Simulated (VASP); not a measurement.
# Al3Cl (Pm-3m) in VASP: a series of runs, part 2 of 2

VASP 6.6.1.

**4. Relaxation of cell and atoms, PBE**

Input file INCAR:

```
PREC = Accurate
ENCUT = 600
EDIFF = 1E-6
ISMEAR = 0
SIGMA = 0.1
LREAL = F
LASPH = T
NELM = 100
ALGO = Normal
ISIF = 3
LWAVE = F
LCHARG = F
GGA = PE
IBRION = 2
NSW = 100
EDIFFG = -0.01
```

Input file KPOINTS:

```
Automatic mesh
0
Gamma
  12 12 12
```

Input file POSCAR:

```
Al3Cl
1.0
    4.3025038100      0.0000000000      0.0000000000
    0.0000000000      4.3025038100      0.0000000000
    0.0000000000      0.0000000000      4.3025038100
Al Cl
3 1
Direct
    0.5000000000      0.5000000000      0.0000000000
    0.5000000000      0.0000000000      0.5000000000
    0.0000000000      0.5000000000      0.5000000000
    0.0000000000      0.0000000000      0.0000000000
```

Potentials or basis: VASP PAW PBE potentials, release 64 (Al, Cl).

Run with:

```sh
$ cat potpaw_PBE.64/Al/POTCAR potpaw_PBE.64/Cl/POTCAR > POTCAR
$ mpirun -np 1 vasp_std > vasp.out
```

OUTCAR:

```text
PREC = Accurate
   ENCUT = 600
   EDIFF = 1E-6
   ISMEAR = 0
   LREAL = F
   LASPH = T
   NELM = 100
   ISIF = 3
   GGA = PE
   IBRION = 2
   NSW = 100
   EDIFFG = -0.01

 ion  position               nearest neighbor table
   1  0.500  0.500  0.000-   2 3.04   3 3.04   2 3.04   3 3.04   2 3.04   2 3.04   3 3.04   3 3.04

   2  0.500  0.000  0.500-   1 3.04   3 3.04   1 3.04   1 3.04   3 3.04   1 3.04   3 3.04   3 3.04

   3  0.000  0.500  0.500-   1 3.04   2 3.04   1 3.04   2 3.04   1 3.04   2 3.04   1 3.04   2 3.04

   4  0.000  0.000  0.000-

  LATTYP: Found a simple cubic cell.
 ALAT       =     4.3025038100

  Lattice vectors:

 A1 = (   4.3025038100,   0.0000000000,   0.0000000000)
 A2 = (   0.0000000000,   4.3025038100,   0.0000000000)
 A3 = (   0.0000000000,   0.0000000000,   4.3025038100)

Analysis of symmetry for initial positions (statically):
=====================================================================
 Subroutine PRICEL returns:
 Original cell was already a primitive cell.

 Routine SETGRP: Setting up the symmetry group for a
 simple cubic supercell.

 Subroutine GETGRP returns: Found 48 space group operations
 (whereof 48 operations were pure point group operations)
 out of a pool of 48 trial point group operations.

The static configuration has the point symmetry O_h .
[... 176 lines left out ...]
  in kB       11.4425803     11.4425803     11.4425803      0.0000000      0.0000000     -0.0000000
  external PRESSURE =      11.4425803 kB  Pullay stress =       0.0000000 kB
[... 63 lines left out ...]
--------------------------------------- Ionic step        3  -------------------------------------------

 number of electron      16.0000001 magnetization

 Free energy of the ion-electron system (eV)
  ---------------------------------------------------
  ext. energy  EPLUGINS =         0.00000000
  ---------------------------------------------------
  free energy    TOTEN  =       -12.04940644 eV

  energy without entropy =      -12.03929144  energy(sigma->0) =      -12.04434894

 E-fermi :   5.9235     XC(G=0):  -9.4956

 val. band max:        5.9202789168   @ k =   0.2500   0.0000   0.0000
 cond. band min:       5.9251230182   @ k =   0.5000   0.3333   0.2500
 fundamental gap:      0.0048441015
 Fermi energy:         5.9235435437

 k-point     1 :       0.0000    0.0000    0.0000
  band No.  band energies     occupation
      1     -10.8187      2.00000
      2      -1.7704      2.00000
      3       0.5245      2.00000
      4       0.5245      2.00000
      5       0.5245      2.00000
      6       4.3747      2.00000
      7       4.3747      2.00000
      8       6.3060      0.00000
      9       6.3060      0.00000
     10       6.3060      0.00000
     11       9.7186      0.00000
     12      10.7179      0.00000
[... 331 lines left out ...]
 k-point    24 :       0.4167    0.3333    0.0000
  band No.  band energies     occupation
      1     -10.6407      2.00000
      2      -1.7248      2.00000
      3      -0.9490      2.00000
      4       1.0135      2.00000
      5       1.1309      2.00000
      6       2.9929      2.00000
      7       4.2802      2.00000
      8       5.7636      1.97629
      9       6.2308      0.00001
     10       7.6236      0.00000
     11       7.9194      0.00000
     12       8.9205      0.00000

 [... further k-points ...]
[... 5 lines left out ...]
  --------------------------------------------------------------------------------------
  -------------------------------------------------------------------------------------
  Total        0.0035897      0.0035897      0.0035897      0.0000000      0.0000000     -0.0000000
  in kB        0.0703008      0.0703008      0.0703008      0.0000000      0.0000000     -0.0000000
  external PRESSURE =       0.0703008 kB  Pullay stress =       0.0000000 kB
[... 19 lines left out ...]
  FREE ENERGIE OF THE ION-ELECTRON SYSTEM (eV)
  ---------------------------------------------------
  free  energy   TOTEN  =       -12.0494064420 eV

  energy  without entropy=      -12.0392914393  energy(sigma->0) =      -12.04434894

 reached required accuracy - stopping structural energy minimisation
```

OSZICAR:

```text
N       E                     dE             d eps       ncg     rms          rms(c)
DAV:   1     0.441176590732E+02    0.44118E+02   -0.64402E+03  2016   0.120E+03
DAV:   2    -0.789462686745E+01   -0.52012E+02   -0.47795E+02  2896   0.142E+02
DAV:   3    -0.121491426871E+02   -0.42545E+01   -0.41276E+01  2548   0.424E+01
DAV:   4    -0.122176790919E+02   -0.68536E-01   -0.68402E-01  2260   0.637E+00
[... 19 lines left out ...]
DAV:   2    -0.120494429410E+02    0.23919E-02   -0.62968E-03  2288   0.631E-01    0.100E-01
DAV:   3    -0.120494454701E+02   -0.25291E-05   -0.10489E-03  2032   0.233E-01    0.131E-01
DAV:   4    -0.120494229294E+02    0.22541E-04   -0.17601E-05  2348   0.415E-02    0.819E-02
DAV:   5    -0.120494067500E+02    0.16179E-04   -0.20774E-05  2124   0.318E-02    0.747E-03
DAV:   6    -0.120494064420E+02    0.30802E-06   -0.79699E-07  1096   0.862E-03
   3 F= -.12049406E+02 E0= -.12044349E+02  d E =-.757563E-02
```

CONTCAR:

```text
Al3Cl
   1.00000000000000
     4.3411270205567671    0.0000000000000000   -0.0000000000000000
     0.0000000000000000    4.3411270205567671    0.0000000000000000
     0.0000000000000000    0.0000000000000000    4.3411270205567671
  Al              Cl
     3     1
Direct
     0.5000000000000000    0.5000000000000000    0.0000000000000000
     0.5000000000000000    0.0000000000000000    0.5000000000000000
     0.0000000000000000    0.5000000000000000    0.5000000000000000
     0.0000000000000000    0.0000000000000000    0.0000000000000000

  0.00000000E+00  0.00000000E+00  0.00000000E+00
  0.00000000E+00  0.00000000E+00  0.00000000E+00
  0.00000000E+00  0.00000000E+00  0.00000000E+00
  0.00000000E+00  0.00000000E+00  0.00000000E+00
```

Wall time 2.2 min (1 thread of Intel Xeon Platinum 8375C at 2.90GHz (Ice Lake), shared host); peak memory 0.26 GiB.

Results:

```yaml
Free_energy: -12.0494 eV
Relaxed_volume: 20.45 Å³/atom
Relaxed_cell: a = 4.341 Å, b = 4.341 Å, c = 4.341 Å, α = 90.00°, β = 90.00°, γ = 90.00°
Space_group_after_relaxing_to_0.05_Å: Pm-3m (No. 221)
Energy_gained_by_relaxing: 1.9 meV/atom
Ionic_steps: 3
Pressure_after_relaxing: 0.0 GPa
Band_gap_on_the_k_mesh: zero (band 8 reaches 6.31 eV, above the bottom of band 9 at 5.37 eV)
```

Step by step:
| step | energy change (eV) | largest force (eV/Å) | pressure (GPa) | volume (Å³) |
| --- | --- | --- | --- | --- |
| 1 | 0.0000 | 0.0000 | 1.14 | 79.65 |
| 2 | -0.0071 | 0.0000 | 0.26 | 81.30 |
| 3 | -0.0076 | 0.0000 | 0.01 | 81.81 |

Final structure:
```yaml
crystal:
  lattice:
    - [4.34113, 0.00000, 0.00000]
    - [0.00000, 4.34113, 0.00000]
    - [0.00000, 0.00000, 4.34113]
  atoms:
    - { symbol: Al, position: [0.50000, 0.50000, 0.00000] }
    - { symbol: Al, position: [0.50000, 0.00000, 0.50000] }
    - { symbol: Al, position: [0.00000, 0.50000, 0.50000] }
    - { symbol: Cl, position: [0.00000, 0.00000, 0.00000] }
```

**5. The runs side by side**

| task | cell | k mesh | cutoff (eV) | gap on the mesh (eV) | pressure (GPa) |
| --- | --- | --- | --- | --- | --- |
| single point | a = 4.303 Å, 4 atoms | 4 × 4 × 4 | 520 | none | 0.7 |
| single point | a = 4.340 Å, 4 atoms | 12 × 12 × 12 | 520 | none | 0.0 |
| relaxation of cell and atoms | relaxed from a = 4.303 Å, 4 atoms | 12 × 12 × 12 | 600 | none | 0.0 |

Alike in all rows: level PBE; potentials or basis VASP PAW PBE potentials, release 64 (Al, Cl); no spin polarisation; smearing gaussian 0.1 eV.

Caveats: some runs use coarse meshes.

Total energies depend on the potentials used, so only differences within one code and one set of settings carry meaning.
